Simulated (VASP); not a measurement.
SrTiO3 (Tausonite), 5 atoms in the cell. Symmetry: Pm-3m, No. 221, cubic system. The conventional cell has a = 3.905 Å, b = 3.905 Å, c = 3.905 Å, α = 90.00°, β = 90.00°, γ = 90.00°. Sr (site symmetry m-3m) has 12 O at 2.76 Å and 8 Ti at 3.38 Å within 3.6 Å. Ti (site symmetry m-3m) has 6 O at 1.95 Å within 2.6 Å. Within 2.6 Å of O (site symmetry 4/mmm) lie 2 Ti at 1.95 Å. 

* Program: VASP 6.6.1
* Task: single point
* Functional: PBEsol
* Potentials or basis: VASP PAW PBE potentials, release 64 (Sr_sv, Ti_sv, O)
* Cutoff: 520 eV
* k mesh: 6 × 6 × 6
* Occupations: gaussian, width 0.1 eV
* Spin: no spin polarisation
* Dipole correction: no
* Further INCAR settings: ALGO = Normal; EDIFF = 1e-07; NBANDS = 28

Potentials or basis: VASP PAW PBE potentials, release 64 (Sr_sv, Ti_sv, O).

The run is started by

```console
$ cat potpaw_PBE.64/Sr_sv/POTCAR potpaw_PBE.64/Ti_sv/POTCAR potpaw_PBE.64/O/POTCAR > POTCAR
$ mpirun -np 1 vasp_std > vasp.out
```

Hardware: 1 thread of Intel(R) Xeon(R) Platinum 8488C (Sapphire Rapids), on a shared host.

Question: Estimate the wall time of this run.

Answer: Run time: 34 s on 1 thread of Intel(R) Xeon(R) Platinum 8488C (Sapphire Rapids), with other jobs on the host, peak memory 0.18 GiB. Counts: scf iterations 17, k points 20.
